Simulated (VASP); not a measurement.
Crystal: FeSi.

```
Fe Si
1.0
     4.46700    0.00000    0.00000
     0.00000    4.46700    0.00000
     0.00000    0.00000    4.46700
Fe Si
4 4
Direct
  0.13400 0.13400 0.13400
  0.36600 0.86600 0.63400
  0.63400 0.36600 0.86600
  0.86600 0.63400 0.36600
  0.84450 0.84450 0.84450
  0.65550 0.15550 0.34450
  0.34450 0.65550 0.15550
  0.15550 0.34450 0.65550
```

- Program: VASP 6.6.1
- Task: relaxation of cell and atoms
- Functional: PBE
- Potentials or basis: VASP PAW PBE potentials, release 64 (Fe, Si)
- Cutoff: 600 eV
- k mesh: 8 × 8 × 8
- Occupations: gaussian, width 0.01 eV
- Spin: no spin polarisation

At the start: pressure -2.5 GPa; volume 11.14 Å³/atom.

Q: How do energy, volume and symmetry change on relaxing?

A: Over 8 steps the energy falls by 6.1 meV/atom and the volume is 11.00 Å³/atom (-1.3 %); space group P2_13 (No. 198, to 0.1 Å) before and after.

The path:
```tsv
step	energy change (eV)	largest force (eV/Å)	pressure (GPa)	volume (Å³)
1	0.0000	0.5425	-2.53	89.13
2	-0.0361	0.1375	3.22	86.89
3	-0.0402	0.1627	1.76	87.42
4	-0.0475	0.0727	-0.78	88.33
5	-0.0490	0.0183	-0.09	88.06
6	-0.0490	0.0210	-0.02	88.05
7	-0.0491	0.0131	0.04	88.02
8	-0.0491	0.0051	0.08	88.00
```

Final structure:
```xyz
8
Lattice="4.4479 0.0000 0.0000 0.0000 4.4479 0.0000 0.0000 0.0000 4.4479" Properties=species:S:1:pos:R:3 pbc="T T T"
Fe    0.6064    0.6064    0.6064
Fe    1.6176    3.8415    2.8303
Fe    2.8303    1.6176    3.8415
Fe    3.8415    2.8303    1.6176
Si    3.7397    3.7397    3.7397
Si    2.9322    0.7082    1.5158
Si    1.5158    2.9322    0.7082
Si    0.7082    1.5158    2.9322
```
